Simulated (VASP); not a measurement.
# Si (P-3m1) in VASP: further runs, part 2 of 2

VASP 6.6.1.

**3. Single point, LDA (the distance across one plane changed)**

File INCAR:

```
SYSTEM = Si
PREC = Accurate ; ENCUT = 500
EDIFF = 1E-6 ; ISMEAR = 0
SIGMA = 0.15 ; LREAL = .False.
LASPH = .True. ; NELM = 120
ALGO = Normal ; ISIF = 2
LWAVE = .False. ; LCHARG = .False.
NBANDS = 21 ; GGA_COMPAT = .False.
```

File KPOINTS:

```
Automatic mesh
0
Gamma
  25 25 5
  0 0 0
```

File POSCAR:

```
Si
1.0
   -2.6510666862      0.0000000000      0.0000000000
   -1.3255333431     -2.2958910974      0.0000000000
    0.0000000000      0.0000000000     13.8752272404
Si
6
Direct
    0.3333333333      0.3333333333      0.9001667870
    0.3333333333      0.3333333333      0.2455119356
    0.3333333333      0.3333333333      0.5728393613
    0.6666666667      0.6666666667      0.0818482228
    0.6666666667      0.6666666667      0.4091756485
    0.6666666667      0.6666666667      0.7365030742
```

Potentials or basis: VASP PAW LDA potentials, release 64 (Si).

The run is started by

```sh
> cat potpaw_LDA.64/Si/POTCAR > POTCAR
> mpirun -np 1 vasp_std > vasp.out
```

OUTCAR:

```text
SYSTEM = Si
   PREC = Accurate
   ENCUT = 500
   EDIFF = 1E-6
   ISMEAR = 0
   LREAL = .False.
   LASPH = .True.
   NELM = 120
   ISIF = 2

 ion  position               nearest neighbor table
   1  0.333  0.333  0.900-   6 2.74   6 2.74   6 2.74   4 2.95   4 2.95   4 2.95
   2  0.333  0.333  0.246-   4 2.74   4 2.74   4 2.74   5 2.74   5 2.74   5 2.74
   3  0.333  0.333  0.573-   5 2.74   5 2.74   5 2.74   6 2.74   6 2.74   6 2.74
   4  0.667  0.667  0.082-   2 2.74   2 2.74   2 2.74   1 2.95   1 2.95   1 2.95
   5  0.667  0.667  0.409-   3 2.74   3 2.74   3 2.74   2 2.74   2 2.74   2 2.74
   6  0.667  0.667  0.737-   1 2.74   1 2.74   1 2.74   3 2.74   3 2.74   3 2.74

  LATTYP: Found a hexagonal cell.
 ALAT       =     2.6510666862
 C/A-ratio  =     5.2338280710

  Lattice vectors:

 A1 = (   1.3255333431,   2.2958910974,   0.0000000000)
 A2 = (  -2.6510666862,   0.0000000000,   0.0000000000)
 A3 = (   0.0000000000,   0.0000000000,  13.8752272404)

Analysis of symmetry for initial positions (statically):
=====================================================================
 Subroutine PRICEL returns:
 Original cell was already a primitive cell.

 Routine SETGRP: Setting up the symmetry group for a
 hexagonal supercell.

 Subroutine GETGRP returns: Found 12 space group operations
 (whereof  6 operations were pure point group operations)
 out of a pool of 24 trial point group operations.

The static configuration has the point symmetry C_3v.
 The point group associated with its full space group is D_3d.

Analysis of symmetry for dynamics (positions and initial velocities):
=====================================================================
 Subroutine PRICEL returns:
 Original cell was already a primitive cell.

 Routine SETGRP: Setting up the symmetry group for a
 hexagonal supercell.

 Subroutine GETGRP returns: Found 12 space group operations
 (whereof  6 operations were pure point group operations)
 out of a pool of 24 trial point group operations.

The dynamic configuration has the point symmetry C_3v.
[... 131 lines left out ...]
  Thomas-Fermi vector in A             =   2.212201
   LORBIT       =      0    0 simple, 1 ext, 2 COOP (PROOUT), +10 PAW based schemes
   GGA     = CA    functional components
   LHFCALC =     F    Hartree Fock is set to
   AEXX    =    0.0000 exact exchange contribution
   IVDW    =     0    specifies the selected vdW correction
   LEPSILON=     F    determine dielectric tensor
   LRPA    =     F    only Hartree local field effects (RPA)
 non-spin polarized calculation
 Gauss-broadening in eV      SIGMA  =   0.15
  energy-cutoff  :      500.00
  volume of cell :       84.45
 maximum number of plane-waves:      2179
   NGX =  9   NGY =  9   NGZ = 51

 number of electron      24.0000001 magnetization

 Free energy of the ion-electron system (eV)
  ---------------------------------------------------
  ext. energy  EPLUGINS =         0.00000000
  ---------------------------------------------------
  free energy    TOTEN  =       -33.21106643 eV

  energy without entropy =      -33.18416858  energy(sigma->0) =      -33.19761750

 E-fermi :  10.4865     XC(G=0): -11.3695

 val. band max:       10.4805172143   @ k =   0.3600   0.4000   0.2000
 cond. band min:      10.4887131387   @ k =   0.3600   0.1600   0.2000
 fundamental gap:      0.0081959244
 Fermi energy:        10.4865289577

 k-point     1 :       0.0000    0.0000    0.0000
  band No.  band energies     occupation
      1      -4.2335      2.00000
      2      -3.5813      2.00000
      3      -3.2730      2.00000
      4      -1.3454      2.00000
      5      -1.0280      2.00000
      6       1.9012      2.00000
[... 565 lines left out ...]
     20      14.8155      0.00000
     21      15.0433      0.00000

 [... further k-points ...]

------------------------ aborting loop because EDIFF is reached ----------------------------------------

  FORCE on cell =-STRESS in cart. coord.  units (eV):
  Direction    XX          YY          ZZ          XY          YZ          ZX
  --------------------------------------------------------------------------------------
  -------------------------------------------------------------------------------------
  Total       -0.3840644     -0.3840644     -1.0203457      0.0000000      0.0000000     -0.0000000
  in kB       -7.2862247     -7.2862247    -19.3573486      0.0000000      0.0000000     -0.0000000
  external PRESSURE =     -11.3099327 kB  Pullay stress =       0.0000000 kB

 VOLUME and BASIS-vectors are now :
 -----------------------------------------------------------------------------
  energy-cutoff  :      500.00
  volume of cell :       84.45
      direct lattice vectors                 reciprocal lattice vectors
    -2.651066686  0.000000000  0.000000000    -0.377206656  0.217780364  0.000000000
    -1.325533343 -2.295891097  0.000000000     0.000000000 -0.435560729  0.000000000
     0.000000000  0.000000000 13.875227240     0.000000000  0.000000000  0.072070892

 POSITION                                       TOTAL-FORCE (eV/Angst)
 -----------------------------------------------------------------------------------
     -1.32553     -0.76530     12.49002         0.000000      0.000000      0.260986
     -1.32553     -0.76530      3.40653        -0.000000      0.000000     -0.036634
     -1.32553     -0.76530      7.94828         0.000000     -0.000000     -0.027157
     -2.65107     -1.53059      1.13566        -0.000000     -0.000000     -0.260986
     -2.65107     -1.53059      5.67741        -0.000000      0.000000      0.027157
     -2.65107     -1.53059     10.21915         0.000000     -0.000000      0.036634
 -----------------------------------------------------------------------------------
    total drift:                               -0.000000     -0.000000     -0.000000

  FREE ENERGIE OF THE ION-ELECTRON SYSTEM (eV)
  ---------------------------------------------------
  free  energy   TOTEN  =       -33.2110664273 eV

  energy  without entropy=      -33.1841685769  energy(sigma->0) =      -33.19761750
```

stdout:

```text
POSCAR found type information on POSCAR Si
 POSCAR found :  1 types and       6 ions
 scaLAPACK will be used
 LDA part: xc-table for (Slater(with rela. corr.)+CA(PZ))
 , standard interpolation
 POSCAR, INCAR and KPOINTS ok, starting setup
 FFT: planning ... GRIDC
 FFT: planning ... GRID_SOFT
 FFT: planning ... GRID
 WAVECAR not read
 entering main loop
```

Wall time 18 min (1 thread of Oxide Virtual Turin-like, shared host); peak memory 0.38 GiB.

Results:

* Free energy: -33.2111 eV
* Pressure: -1.1 GPa
* Largest force: 0.261 eV/Å
* Band gap on the k mesh: zero (bands 12 and 13 overlap by 12.45 eV)

Forces on the atoms (eV/Å):
```
Si   0.000  0.000  0.261
Si   0.000  0.000 -0.037
Si   0.000  0.000 -0.027
Si   0.000  0.000 -0.261
Si   0.000  0.000  0.027
Si   0.000  0.000  0.037
```

Stress tensor (GPa, compression positive):
```
-0.73  0.00  0.00
 0.00 -0.73  0.00
 0.00  0.00 -1.94
```

Caveat: the cell differs from its parent crystal (the distance across one plane changed).
